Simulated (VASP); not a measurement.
# ZrB2 (Cmcm) in VASP: single point with PBE

Aim: the single point of ZrB2 with PBE.

Everything below comes from runs of VASP 6.6.1. Logs are shortened: lines on timing, memory, paths and dates and some standing lists are left out, and cuts for length are marked.

## (1) The cell of the first run

The structure is orthorhombic, space group Cmcm (No. 63). The conventional cell has a = 3.101 Å, b = 12.253 Å, c = 3.077 Å, α = 90.00°, β = 90.00°, γ = 90.00°. B (site symmetry m2m) has 8 B at 2.18 to 2.81 Å and 4 Zr at 2.34 to 2.35 Å within 2.9 Å. Within 2.8 Å of B (site symmetry m2m) lie 2 B at 2.11 Å and 6 Zr at 2.26 to 2.55 Å. Zr (site symmetry m2m) has 10 B at 2.26 to 2.55 Å within 3.0 Å.

## (2) Single point, PBE

INCAR reads:

```
SYSTEM = ZrB2
PREC = Accurate
ENCUT = 520
EDIFF = 1E-7
ISMEAR = -1
SIGMA = 0.0356
LREAL = .FALSE.
LASPH = .TRUE.
NELM = 80
ALGO = Normal
ISIF = 2
LWAVE = .FALSE.
LCHARG = .FALSE.
GGA = PE
NBANDS = 27
```

KPOINTS reads:

```
Automatic mesh
0
G
  8 8 8
  0 0 0
```

POSCAR reads:

```
ZrB2
1.0
    3.1006160000      0.0000000000      0.0000000000
    1.5503080000     -6.1266880000      0.0000000000
    0.0000000000      0.0000000000     -3.0771320000
B Zr
4 2
Direct
    0.7500000000      0.5000000000      0.7500000000
    0.2500000000      0.5000000000      0.2500000000
    0.4410000000      0.1180000000      0.7500000000
    0.5590000000      0.8820000000      0.2500000000
    0.1060000000      0.7880000000      0.7500000000
    0.8940000000      0.2120000000      0.2500000000
```

Potentials or basis: VASP PAW PBE potentials, release 64 (B, Zr_sv).

Run with:

```sh
$ cat potpaw_PBE.64/B/POTCAR potpaw_PBE.64/Zr_sv/POTCAR > POTCAR
$ mpirun -np 1 vasp_std > vasp.out
```

OUTCAR:

```text
SYSTEM = ZrB2
   PREC = Accurate
   ENCUT = 520
   EDIFF = 1E-7
   ISMEAR = -1
   LREAL = .FALSE.
   LASPH = .TRUE.
   NELM = 80
   ISIF = 2
   GGA = PE

 ion  position               nearest neighbor table
   1  0.750  0.500  0.750-   6 2.34   6 2.34   5 2.35   5 2.35
   2  0.250  0.500  0.250-   5 2.34   5 2.34   6 2.35   6 2.35
   3  0.441  0.118  0.750-   4 2.11   4 2.11   6 2.26   6 2.26   6 2.26   6 2.26   5 2.55   5 2.55

   4  0.559  0.882  0.250-   3 2.11   3 2.11   5 2.26   5 2.26   5 2.26   5 2.26   6 2.55   6 2.55

   5  0.106  0.788  0.750-   4 2.26   4 2.26   4 2.26   4 2.26   2 2.34   2 2.34   1 2.35   1 2.35
                             3 2.55   3 2.55   6 3.02   6 3.02
   6  0.894  0.212  0.250-   3 2.26   3 2.26   3 2.26   3 2.26   1 2.34   1 2.34   2 2.35   2 2.35
                             4 2.55   4 2.55   5 3.02   5 3.02

  LATTYP: Found a base centered orthorhombic cell.
 ALAT       =     3.1006160000
 B/A-ratio  =     3.9519166514
 C/A-ratio  =     0.9924260212

  Lattice vectors:

 A1 = (   1.5503080000,   6.1266880000,   0.0000000000)
 A2 = (   1.5503080000,  -6.1266880000,   0.0000000000)
 A3 = (   0.0000000000,   0.0000000000,  -3.0771320000)

Analysis of symmetry for initial positions (statically):
=====================================================================
 Subroutine PRICEL returns:
 Original cell was already a primitive cell.

 Routine SETGRP: Setting up the symmetry group for a
 base centered orthorhombic supercell.

 Subroutine GETGRP returns: Found  8 space group operations
 (whereof  4 operations were pure point group operations)
 out of a pool of  8 trial point group operations.

The static configuration has the point symmetry C_2h.
 The point group associated with its full space group is D_2h.

Analysis of symmetry for dynamics (positions and initial velocities):
=====================================================================
 Subroutine PRICEL returns:
 Original cell was already a primitive cell.

 Routine SETGRP: Setting up the symmetry group for a
 base centered orthorhombic supercell.

 Subroutine GETGRP returns: Found  8 space group operations
 (whereof  4 operations were pure point group operations)
 out of a pool of  8 trial point group operations.

The dynamic configuration has the point symmetry C_2h.
 The point group associated with its full space group is D_2h.

 Subroutine INISYM returns: Found  8 space group operations
 (whereof  4 operations are pure point group operations),
 and found     1 'primitive' translations

----------------------------------------------------------------------------------------

                                     Primitive cell

  volume of cell :      58.4548

  direct lattice vectors                    reciprocal lattice vectors
     3.100616000  0.000000000  0.000000000     0.322516558  0.081610162  0.000000000
     1.550308000 -6.126688000  0.000000000     0.000000000 -0.163220324  0.000000000
     0.000000000  0.000000000 -3.077132000     0.000000000  0.000000000 -0.324977934

  length of vectors
     3.100616000  6.319791195  3.077132000     0.332681753  0.163220324  0.324977934

  position of ions in fractional coordinates (direct lattice)
     0.750000000  0.500000000  0.750000000
     0.250000000  0.500000000  0.250000000
     0.441000000  0.118000000  0.750000000
     0.559000000  0.882000000  0.250000000
     0.106000000  0.788000000  0.750000000
     0.894000000  0.212000000  0.250000000

  ion indices of the primitive-cell ions
   primitive index   ion index
                 1           1
                 2           2
                 3           3
                 4           4
                 5           5
                 6           6

----------------------------------------------------------------------------------------

 KPOINTS: Automatic mesh

Automatic generation of k-mesh.
 Grid dimensions read from file:
 generate k-points for:    8    8    8

 Generating k-lattice:

  Cartesian coordinates                     Fractional coordinates (reciprocal lattice)
     0.040314570  0.010201270  0.000000000     0.125000000  0.000000000  0.000000000
     0.000000000 -0.020402540  0.000000000     0.000000000  0.125000000  0.000000000
     0.000000000  0.000000000 -0.040622242     0.000000000  0.000000000  0.125000000

  Length of vectors
     0.041585219  0.020402540  0.040622242

  Shift w.r.t. Gamma in fractional coordinates (k-lattice)
     0.000000000  0.000000000  0.000000000

 Subroutine IBZKPT returns following result:
 ===========================================

 Found    105 irreducible k-points:

 Following reciprocal coordinates:
            Coordinates               Weight
  0.000000  0.000000  0.000000      1.000000
  0.125000  0.000000  0.000000      4.000000
  0.250000  0.000000  0.000000      4.000000
  0.375000  0.000000  0.000000      4.000000
  0.500000  0.000000  0.000000      2.000000
  0.000000  0.125000  0.000000      2.000000
[... 16 lines left out ...]
  0.125000  0.000000  0.125000      8.000000
  0.250000  0.000000  0.125000      8.000000
 [... further k-points ...]
   k-points           NKPTS =    105   k-points in BZ     NKDIM =    105   number of bands    NBANDS=     27
   number of dos      NEDOS =    301   number of ions     NIONS =      6
   total plane-waves  NPLWV =  27648
   dimension x,y,z NGX =    24 NGY =   48 NGZ =   24
   dimension x,y,z NGXF=    48 NGYF=   96 NGZF=   48
   ions per type =               4   2
   NGX,Y,Z   is equivalent  to a cutoff of  12.87, 12.63, 12.97 a.u.
   NGXF,Y,Z  is equivalent  to a cutoff of  25.74, 25.25, 25.93 a.u.
 SYSTEM =  ZrB2
   PREC   = accura    normal or accurate (medium, high low for compatibility)
   ISTART =      0    job   : 0-new  1-cont  2-samecut
   ICHARG =      2    charge: 1-file 2-atom 10-const
   ISPIN  =      1    spin polarized calculation?
   LNONCOLLINEAR =      F non collinear calculations
   LSORBIT =      F    spin-orbit coupling
   LASPH  =      T    aspherical Exc in radial PAW
   ENCUT  =  520.0 eV  38.22 Ry    6.18 a.u.   5.77 11.75  5.72*2*pi/ulx,y,z
   NELM   =     80;   NELMIN=  2; NELMDL= -5     # of ELM steps
   EDIFF  = 0.1E-06   stopping-criterion for ELM
   LREAL  =      F    real-space projection
   EDIFFG = 0.1E-05   stopping-criterion for IOM
   NSW    =      0    number of steps for IOM
   IBRION =     -1    ionic relax: 0-MD 1-quasi-New 2-CG
   NFREE  =      0    steps in history (QN), initial steepest desc. (CG)
   ISIF   =      2    stress and relaxation
   ISYM   =      2    0-nonsym 1-usesym 2-fastsym
   POTIM  = 0.5000    time-step for ionic-motion
   TEBEG  =    0.0;   TEEND  =   0.0 temperature during run
   PSTRESS=    0.0 pullay stress
   NELECT =      36.0000    total number of electrons
   NUPDOWN=      -1.0000    fix difference up-down
   EMIN   =  10.00;   EMAX   =-10.00  energy-range for DOS
   EFERMI =   0.00;   METHOD = LEGACY
   ISMEAR =    -1;   SIGMA  =   0.04  broadening in eV -4-tet -1-fermi 0-gaus
   EFERMI_NEDOS =   21; number of points for ismear=-14 and -15
   IALGO  =     38    algorithm
   IMIX   =      4    mixing-type and parameters
     AMIX     =   0.40;   BMIX     =  1.00
     AMIX_MAG =   1.60;   BMIX_MAG =  1.00
  volume/ion in A,a.u.               =       9.74        65.75
  Fermi-wavevector in a.u.,A,eV,Ry     =   1.392844  2.632093 26.395486  1.940013
  Thomas-Fermi vector in A             =   2.516547
   LORBIT       =      0    0 simple, 1 ext, 2 COOP (PROOUT), +10 PAW based schemes
   GGA     = PE    functional components
   LHFCALC =     F    Hartree Fock is set to
   AEXX    =    0.0000 exact exchange contribution
   IVDW    =     0    specifies the selected vdW correction
   LEPSILON=     F    determine dielectric tensor
   LRPA    =     F    only Hartree local field effects (RPA)
 non-spin polarized calculation
  energy-cutoff  :      520.00
  volume of cell :       58.45
 maximum number of plane-waves:      1600
   NGX = 11   NGY = 23   NGZ = 11

 number of electron      35.9999999 magnetization

 Free energy of the ion-electron system (eV)
  ---------------------------------------------------
  ext. energy  EPLUGINS =         0.00000000
  ---------------------------------------------------
  free energy    TOTEN  =       -39.74324445 eV

  energy without entropy =      -39.72346350  energy(sigma->0) =      -39.73335398

 E-fermi :   9.7667     XC(G=0): -12.7099

 val. band max:        9.7640644900   @ k =   0.1250   0.0000   0.2500
 cond. band min:       9.7700093301   @ k =   0.3750   0.1250   0.0000
 fundamental gap:      0.0059448401
 Fermi energy:         9.7666841447

 k-point     1 :       0.0000    0.0000    0.0000
  band No.  band energies     occupation
      1     -36.9040      2.00000
      2     -36.7874      2.00000
      3     -15.8144      2.00000
      4     -14.9235      2.00000
      5     -14.8282      2.00000
      6     -14.8238      2.00000
[... 19 lines left out ...]
     26      16.1328      0.00000
     27      16.4572      0.00000

 k-point     2 :       0.1250    0.0000    0.0000
  band No.  band energies     occupation
      1     -36.8908      2.00000
      2     -36.7755      2.00000
      3     -15.7810      2.00000
      4     -14.9832      2.00000
      5     -14.9160      2.00000
      6     -14.8433      2.00000
[... 19 lines left out ...]
     26      16.7639      0.00000
     27      17.2991      0.00000

 k-point     3 :       0.2500    0.0000    0.0000
  band No.  band energies     occupation
      1     -36.8588      2.00000
      2     -36.7466      2.00000
      3     -15.6988      2.00000
      4     -15.3481      2.00000
      5     -15.1670      2.00000
      6     -14.8990      2.00000
[... 19 lines left out ...]
     26      16.3056      0.00000
     27      18.0479      0.00000

 k-point     4 :       0.3750    0.0000    0.0000
  band No.  band energies     occupation
      1     -36.8265      2.00000
      2     -36.7174      2.00000
      3     -15.6916      2.00000
      4     -15.6158      2.00000
      5     -15.4699      2.00000
      6     -14.8832      2.00000
[... 19 lines left out ...]
     26      16.2260      0.00000
     27      17.6135      0.00000

 k-point     5 :       0.5000    0.0000    0.0000
  band No.  band energies     occupation
      1     -36.8130      2.00000
      2     -36.7053      2.00000
      3     -15.8266      2.00000
      4     -15.6191      2.00000
      5     -15.5538      2.00000
      6     -14.8771      2.00000
[... 19 lines left out ...]
     26      16.2159      0.00000
     27      17.5065      0.00000

 k-point     6 :       0.0000    0.1250    0.0000
  band No.  band energies     occupation
      1     -36.9033      2.00000
      2     -36.7881      2.00000
      3     -15.7993      2.00000
      4     -14.9420      2.00000
      5     -14.8265      2.00000
      6     -14.8261      2.00000
[... 444 lines left out ...]
      1     -36.8992      2.00000
      2     -36.7924      2.00000
      3     -15.6943      2.00000
      4     -15.0663      2.00000
      5     -14.8400      2.00000
      6     -14.8126      2.00000
[... 19 lines left out ...]
     26      15.2711      0.00000
     27      15.3965      0.00000

 k-point    22 :       0.0000    0.0000    0.1250
  band No.  band energies     occupation
      1     -36.8863      2.00000
      2     -36.7783      2.00000
      3     -15.7714      2.00000
      4     -15.0556      2.00000
      5     -14.8538      2.00000
      6     -14.8014      2.00000
[... 19 lines left out ...]
     26      17.0410      0.00000
     27      17.1231      0.00000

 k-point    23 :       0.1250    0.0000    0.1250
  band No.  band energies     occupation
      1     -36.8732      2.00000
      2     -36.7663      2.00000
      3     -15.7395      2.00000
      4     -15.0406      2.00000
      5     -14.9595      2.00000
      6     -14.8413      2.00000
[... 19 lines left out ...]
     26      17.2851      0.00000
     27      17.4451      0.00000

 k-point    24 :       0.2500    0.0000    0.1250
  band No.  band energies     occupation
      1     -36.8414      2.00000
      2     -36.7374      2.00000
      3     -15.6611      2.00000
      4     -15.3206      2.00000
      5     -15.1522      2.00000
      6     -15.0045      2.00000
[... 19 lines left out ...]
     26      16.7256      0.00000
     27      17.8339      0.00000

 [... further k-points ...]
[... 5 lines left out ...]
  --------------------------------------------------------------------------------------
  -------------------------------------------------------------------------------------
  Total       22.2134776     15.3829378     18.7661487      0.0000000      0.0000000      0.0000000
  in kB      608.8457271    421.6285319    514.3584271      0.0000000      0.0000000      0.0000000
  external PRESSURE =     514.9442287 kB  Pullay stress =       0.0000000 kB

 VOLUME and BASIS-vectors are now :
 -----------------------------------------------------------------------------
  energy-cutoff  :      520.00
  volume of cell :       58.45
      direct lattice vectors                 reciprocal lattice vectors
     3.100616000  0.000000000  0.000000000     0.322516558  0.081610162  0.000000000
     1.550308000 -6.126688000  0.000000000     0.000000000 -0.163220324  0.000000000
     0.000000000  0.000000000 -3.077132000     0.000000000  0.000000000 -0.324977934

 POSITION                                       TOTAL-FORCE (eV/Angst)
 -----------------------------------------------------------------------------------
      3.10062     -3.06334     -2.30785        -0.000000      0.001247      0.000000
      1.55031     -3.06334     -0.76928         0.000000     -0.001247     -0.000000
      1.55031     -0.72295     -2.30785         0.000000      3.650242      0.000000
      3.10062     -5.40374     -0.76928         0.000000     -3.650242      0.000000
      1.55031     -4.82783     -2.30785         0.000000     -0.400286      0.000000
      3.10062     -1.29886     -0.76928         0.000000      0.400286      0.000000
 -----------------------------------------------------------------------------------
    total drift:                                0.000000     -0.000000      0.000000

  FREE ENERGIE OF THE ION-ELECTRON SYSTEM (eV)
  ---------------------------------------------------
  free  energy   TOTEN  =       -39.7432444506 eV

  energy  without entropy=      -39.7234635034  energy(sigma->0) =      -39.73335398
```

Run time: 68 s. Hardware: 1 thread of Intel Xeon Platinum 8488C (Sapphire Rapids), shared host; peak memory 0.26 GiB.

What came out:

* Free energy: -39.7432 eV
* Pressure: 51.5 GPa
* Largest force: 3.650 eV/Å
* Band gap on the k mesh: zero (band 18 reaches 10.73 eV, above the bottom of band 19 at 9.29 eV)

Forces in eV/Å, atoms in the order of the input:
```
B    0.000  0.001  0.000
B    0.000 -0.001  0.000
B    0.000  3.650  0.000
B    0.000 -3.650  0.000
Zr   0.000 -0.400  0.000
Zr   0.000  0.400  0.000
```

Stress tensor (GPa, compression positive):
```
60.88  0.00  0.00
 0.00 42.16  0.00
 0.00  0.00 51.44
```

Levels at points of the mesh, in eV from the Fermi level:
| k point | band 16 | band 17 | band 18 | band 19 | band 20 | band 21 |
| --- | --- | --- | --- | --- | --- | --- |
| (0.00, 0.00, 0.00) | -1.39 | -0.44 | 0.15 | 0.33 | 4.47 | 4.57 |
| (0.50, 0.00, 0.00) | -0.73 | 0.00 | 0.77 | 1.39 | 1.63 | 1.95 |
| (0.00, 0.50, 0.00) | -1.21 | -0.50 | 0.63 | 0.76 | 4.41 | 4.81 |
| (0.00, 0.00, 0.50) | -1.47 | -0.39 | -0.39 | 2.33 | 2.33 | 2.70 |
| (0.50, 0.00, 0.50) | -2.34 | -0.80 | -0.80 | 0.16 | 0.16 | 6.44 |
| (0.00, 0.50, 0.50) | -1.20 | -0.53 | -0.53 | 1.32 | 1.32 | 2.83 |

Caveat: forces of over 1 eV/Å act on the atoms, so gaps and moduli don't describe the material at rest.
